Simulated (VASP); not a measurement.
# N (P2_1/m) in VASP: single point with r2SCAN

Aim: the single point of N with r2SCAN.

All numbers are computed with VASP 6.6.1; they aren't measurements. Logs are shortened: lines on timing, memory, paths and dates and some standing lists are left out, and cuts for length are marked.

**1. The cell of the first run**

Symmetry: P2_1/m, No. 11, monoclinic system. The conventional cell has a = 3.629 Å, b = 5.890 Å, c = 3.629 Å, α = 90.00°, β = 120.00°, γ = 90.00°. Within 4.2 Å of N (site symmetry m) lie 12 N at 3.22 to 4.04 Å.

**2. Single point, r2SCAN, collinear spin, ferromagnetic start (atom 1 (N) moved by (-0.600, -0.600) A along x and y)**

Contents of POSCAR:

```
N
1.0
    3.6290016496      0.0000000000      0.0000000000
   -1.8145008248      3.1428076190      0.0000000000
    0.0000000000      0.0000000000      5.8900000000
N
2
Direct
    0.0725425559      0.4757545674      0.2500000000
    0.6666666667      0.3333333333      0.7500000000
```

Contents of INCAR.step1:

```
ALGO     = Normal         # electronic algorithm
EDIFF    = 1E-4           # SCF threshold, eV
ENCUT    = 520            # plane-wave cutoff, eV
GGA      = PE             # functional
ISMEAR   = 0              # smearing method
ISPIN    = 2              # spin polarisation
LASPH    = True           # aspherical terms in the spheres
LCHARG   = False          # write CHGCAR
LREAL    = False          # projectors in reciprocal space
LWAVE    = True           # write WAVECAR
MAGMOM   = 3.2 3.2        # initial moments
NBANDS   = 16             # bands
NELM     = 150            # most SCF steps
PREC     = Accurate       # precision mode
SIGMA    = 0.05           # smearing width, eV
```

Contents of INCAR.step2:

```
ALGO     = Normal         # electronic algorithm
EDIFF    = 1E-6           # SCF threshold, eV
ENCUT    = 520            # plane-wave cutoff, eV
ISIF     = 2              # what is computed and relaxed
ISMEAR   = 0              # smearing method
ISPIN    = 2              # spin polarisation
ISTART   = 1            
LASPH    = True           # aspherical terms in the spheres
LCHARG   = True           # write CHGCAR
LELF     = True           # ELF
LMIXTAU  = True         
LORBIT   = 11             # projections on sites
LREAL    = False          # projectors in reciprocal space
LVHAR    = True         
LWAVE    = False          # write WAVECAR
MAGMOM   = 3.2 3.2        # initial moments
METAGGA  = R2SCAN         # meta-GGA
NBANDS   = 16             # bands
NELM     = 150            # most SCF steps
PREC     = Accurate       # precision mode
SIGMA    = 0.05           # smearing width, eV
```

Contents of KPOINTS:

```
k-points
0
Gamma
  6 6 4
```

Potentials or basis: VASP PAW PBE potentials, release 64 (N).

On the command line:

```sh
cat potpaw_PBE.64/N/POTCAR > POTCAR
cp INCAR.step1 INCAR
mpirun -np 1 vasp_std > vasp.out
cp INCAR.step2 INCAR
mpirun -np 1 vasp_std > vasp.out
```

OUTCAR:

```text
EDIFF = 1E-6
   ENCUT = 520
   ISIF = 2
   ISMEAR = 0
   ISPIN = 2
   ISTART = 1
   LASPH = True
   LORBIT = 11
   LREAL = False
   METAGGA = R2SCAN
   NELM = 150
   PREC = Accurate

 ion  position               nearest neighbor table
   1  0.073  0.476  0.250-
   2  0.667  0.333  0.750-

  LATTYP: Found a hexagonal cell.
 ALAT       =     3.6290016496
 C/A-ratio  =     1.6230359114

  Lattice vectors:

 A1 = (   3.6290016496,   0.0000000000,   0.0000000000)
 A2 = (  -1.8145008248,   3.1428076190,   0.0000000000)
 A3 = (   0.0000000000,   0.0000000000,   5.8900000000)

Analysis of symmetry for initial positions (statically):
=====================================================================
 Subroutine PRICEL returns:
 Original cell was already a primitive cell.

 Routine SETGRP: Setting up the symmetry group for a
 hexagonal supercell.

 Subroutine GETGRP returns: Found  4 space group operations
 (whereof  1 operations were pure point group operations)
 out of a pool of 24 trial point group operations.

The static configuration has the point symmetry C_1 .
 The point group associated with its full space group is C_2h.

Analysis of symmetry for dynamics (positions and initial velocities):
=====================================================================
 Subroutine PRICEL returns:
 Original cell was already a primitive cell.

 Routine SETGRP: Setting up the symmetry group for a
 hexagonal supercell.

 Subroutine GETGRP returns: Found  4 space group operations
 (whereof  1 operations were pure point group operations)
 out of a pool of 24 trial point group operations.

The dynamic configuration has the point symmetry C_1 .
 The point group associated with its full space group is C_2h.

Analysis of structural, dynamic, and magnetic symmetry:
=====================================================================
 Subroutine PRICEL returns:
 Original cell was already a primitive cell.

 Routine SETGRP: Setting up the symmetry group for a
 hexagonal supercell.

 Subroutine GETGRP returns: Found  4 space group operations
 (whereof  1 operations were pure point group operations)
 out of a pool of 24 trial point group operations.

The overall configuration has the point symmetry C_1 .
 The point group associated with its full space group is C_2h.

 Subroutine INISYM returns: Found  4 space group operations
 (whereof  1 operations are pure point group operations),
 and found     1 'primitive' translations

----------------------------------------------------------------------------------------

                                     Primitive cell

  volume of cell :      67.1769

  direct lattice vectors                    reciprocal lattice vectors
     3.629001650  0.000000000  0.000000000     0.275557880  0.159093416  0.000000000
    -1.814500825  3.142807619  0.000000000     0.000000000  0.318186832  0.000000000
     0.000000000  0.000000000  5.890000000     0.000000000  0.000000000  0.169779287

  length of vectors
     3.629001650  3.629001650  5.890000000     0.318186832  0.318186832  0.169779287

  position of ions in fractional coordinates (direct lattice)
     0.072542556  0.475754567  0.250000000
     0.666666667  0.333333333  0.750000000

  ion indices of the primitive-cell ions
   primitive index   ion index
                 1           1
                 2           2

----------------------------------------------------------------------------------------

 KPOINTS: k-points

Automatic generation of k-mesh.
 Grid dimensions read from file:
 generate k-points for:    6    6    4

 Generating k-lattice:

  Cartesian coordinates                     Fractional coordinates (reciprocal lattice)
     0.045926313  0.026515569  0.000000000     0.166666667  0.000000000  0.000000000
     0.000000000  0.053031139  0.000000000     0.000000000  0.166666667  0.000000000
     0.000000000  0.000000000  0.042444822     0.000000000  0.000000000  0.250000000

  Length of vectors
     0.053031139  0.053031139  0.042444822

  Shift w.r.t. Gamma in fractional coordinates (k-lattice)
     0.000000000  0.000000000  0.000000000

 Subroutine IBZKPT returns following result:
 ===========================================

 Found     60 irreducible k-points:

 Following reciprocal coordinates:
            Coordinates               Weight
  0.000000  0.000000  0.000000      1.000000
  0.166667  0.000000  0.000000      2.000000
  0.000000  0.166667  0.000000      2.000000
 -0.166667  0.166667  0.000000      2.000000
  0.333333  0.000000  0.000000      2.000000
  0.000000  0.333333  0.000000      2.000000
[... 16 lines left out ...]
  0.000000  0.166667  0.250000      4.000000
 -0.166667  0.166667  0.250000      4.000000
 [... further k-points ...]
   k-points           NKPTS =     60   k-points in BZ     NKDIM =     60   number of bands    NBANDS=     16
   number of dos      NEDOS =    301   number of ions     NIONS =      2
   total plane-waves  NPLWV =  37632
   dimension x,y,z NGX =    28 NGY =   28 NGZ =   48
   dimension x,y,z NGXF=    56 NGYF=   56 NGZF=   96
   ions per type =               2
   NGX,Y,Z   is equivalent  to a cutoff of  12.83, 12.83, 13.55 a.u.
   NGXF,Y,Z  is equivalent  to a cutoff of  25.65, 25.65, 27.10 a.u.
 SYSTEM =  unknown system
   PREC   = accura    normal or accurate (medium, high low for compatibility)
   ISTART =      1    job   : 0-new  1-cont  2-samecut
   ICHARG =      0    charge: 1-file 2-atom 10-const
   ISPIN  =      2    spin polarized calculation?
   LNONCOLLINEAR =      F non collinear calculations
   LSORBIT =      F    spin-orbit coupling
   LASPH  =      T    aspherical Exc in radial PAW
   ENCUT  =  520.0 eV  38.22 Ry    6.18 a.u.   6.75  6.75 10.95*2*pi/ulx,y,z
   NELM   =    150;   NELMIN=  2; NELMDL=  0     # of ELM steps
   EDIFF  = 0.1E-05   stopping-criterion for ELM
   LREAL  =      F    real-space projection
[... 7 lines left out ...]
   TEBEG  =    0.0;   TEEND  =   0.0 temperature during run
   PSTRESS=    0.0 pullay stress
   NELECT =      10.0000    total number of electrons
   NUPDOWN=      -1.0000    fix difference up-down
   EMIN   =  10.00;   EMAX   =-10.00  energy-range for DOS
   EFERMI =   0.00;   METHOD = LEGACY
   ISMEAR =     0;   SIGMA  =   0.05  broadening in eV -4-tet -1-fermi 0-gaus
   EFERMI_NEDOS =   21; number of points for ismear=-14 and -15
   IALGO  =     38    algorithm
   IMIX   =      4    mixing-type and parameters
     AMIX     =   0.40;   BMIX     =  1.00
     AMIX_MAG =   1.60;   BMIX_MAG =  1.00
  volume/ion in A,a.u.               =      33.59       226.67
  Fermi-wavevector in a.u.,A,eV,Ry     =   0.867630  1.639584 10.242227  0.752782
  Thomas-Fermi vector in A             =   1.986192
   LORBIT       =     11    0 simple, 1 ext, 2 COOP (PROOUT), +10 PAW based schemes
   METAGGA = R2SCAN    functional components
   LHFCALC =     F    Hartree Fock is set to
   AEXX    =    0.0000 exact exchange contribution
   IVDW    =     0    specifies the selected vdW correction
   LEPSILON=     F    determine dielectric tensor
   LRPA    =     F    only Hartree local field effects (RPA)
 spin polarized calculation
 Gauss-broadening in eV      SIGMA  =   0.05
  energy-cutoff  :      520.00
  volume of cell :       67.18
 maximum number of plane-waves:      1834
   NGX = 13   NGY = 13   NGZ = 21

 number of electron      10.0000000 magnetization       6.0000000

 Free energy of the ion-electron system (eV)
  ---------------------------------------------------
  ext. energy  EPLUGINS =         0.00000000
  ---------------------------------------------------
  free energy    TOTEN  =        -8.85244969 eV

  energy without entropy =       -8.85244969  energy(sigma->0) =       -8.85244969

 E-fermi :  -5.5514     XC(G=0):  -5.3094

 val. band max:       -5.8742830922   @ k =   0.0000   0.1667   0.0000
 cond. band min:      -2.1722503676   @ k =   0.0000   0.0000   0.0000
 fundamental gap:      3.7020327245
 Fermi energy:        -5.5513933798

 spin component 1

 k-point     1 :       0.0000    0.0000    0.0000
  band No.  band energies     occupation
      1     -19.2607      1.00000
      2     -18.9219      1.00000
      3      -7.2964      1.00000
      4      -6.1405      1.00000
      5      -6.1128      1.00000
      6      -6.0261      1.00000
[... 8 lines left out ...]
     15      14.0949      0.00000
     16      14.4965      0.00000
[... 419 lines left out ...]
 k-point    24 :      -0.1667    0.1667    0.2500
  band No.  band energies     occupation
      1     -19.1607      1.00000
      2     -18.9389      1.00000
      3      -7.0517      1.00000
      4      -6.3709      1.00000
      5      -6.3231      1.00000
      6      -6.1481      1.00000
[... 8 lines left out ...]
     15      13.9122      0.00000
     16      14.0414      0.00000

 [... further k-points ...]

 spin component 2

 k-point     1 :       0.0000    0.0000    0.0000
  band No.  band energies     occupation
      1     -13.3043      1.00000
      2     -12.7399      1.00000
      3      -2.1723      0.00000
      4      -0.0751      0.00000
      5      -0.0348      0.00000
      6       0.1091      0.00000
[... 8 lines left out ...]
     15      16.6861      0.00000
     16      16.8289      0.00000
[... 419 lines left out ...]
 k-point    24 :      -0.1667    0.1667    0.2500
  band No.  band energies     occupation
      1     -13.1368      1.00000
      2     -12.7694      1.00000
      3      -1.7534      0.00000
      4      -0.6291      0.00000
      5      -0.4285      0.00000
      6      -0.1089      0.00000
[... 8 lines left out ...]
     15      16.4320      0.00000
     16      16.6274      0.00000

 [... further k-points ...]

------------------------ aborting loop because EDIFF is reached ----------------------------------------

  FORCE on cell =-STRESS in cart. coord.  units (eV):
  Direction    XX          YY          ZZ          XY          YZ          ZX
  --------------------------------------------------------------------------------------
  -------------------------------------------------------------------------------------
  Total        0.0957294      0.0300021      0.2894158      0.0222844      0.0000000      0.0000000
  in kB        2.2831555      0.7155542      6.9025976      0.5314857      0.0000000      0.0000000
  external PRESSURE =       3.3004358 kB  Pullay stress =       0.0000000 kB

 VOLUME and BASIS-vectors are now :
 -----------------------------------------------------------------------------
  energy-cutoff  :      520.00
  volume of cell :       67.18
      direct lattice vectors                 reciprocal lattice vectors
     3.629001650  0.000000000  0.000000000     0.275557880  0.159093416  0.000000000
    -1.814500825  3.142807619  0.000000000     0.000000000  0.318186832  0.000000000
     0.000000000  0.000000000  5.890000000     0.000000000  0.000000000  0.169779287

 POSITION                                       TOTAL-FORCE (eV/Angst)
 -----------------------------------------------------------------------------------
     -0.60000      1.49521      1.47250         0.051517      0.020686      0.000000
      1.81450      1.04760      4.41750        -0.051517     -0.020686     -0.000000
 -----------------------------------------------------------------------------------
    total drift:                               -0.000003      0.000003      0.000000

  FREE ENERGIE OF THE ION-ELECTRON SYSTEM (eV)
  ---------------------------------------------------
  free  energy   TOTEN  =        -8.8524496872 eV

  energy  without entropy=       -8.8524496872  energy(sigma->0) =       -8.85244969

 total charge

# of ion       s       p       d       tot
------------------------------------------
    1        1.359   1.941   0.000   3.300
    2        1.359   1.941   0.000   3.300
--------------------------------------------------
tot          2.718   3.882   0.000   6.600

 magnetization (x)

# of ion       s       p       d       tot
------------------------------------------
    1        0.051   1.941   0.000   1.992
    2        0.051   1.941   0.000   1.992
--------------------------------------------------
tot          0.102   3.881   0.000   3.983
```

It took 7.6 min on 1 thread of Intel Xeon 8259CL, shared host; peak memory 0.27 GiB.

What came out:

```yaml
Free_energy: -8.8524 eV
Pressure: 0.3 GPa
Largest_force: 0.056 eV/Å
Band_gap_on_the_k_mesh: 3.70 eV
Net_moment: 6.00 μB per cell
Site_moments: N +1.99 μB
Valence_electrons_inside_the_program's_atomic_spheres: N 3.30
```

Forces in eV/Å, atoms in the order of the input:
```
N    0.052  0.021  0.000
N   -0.052 -0.021  0.000
```

Caveat: the cell differs from its parent crystal (atom 1 (N) moved by (-0.600, -0.600) A along x and y); the PAW data sets were made with another functional, which shifts forces and pressure a little. A k mesh can miss the band edges.
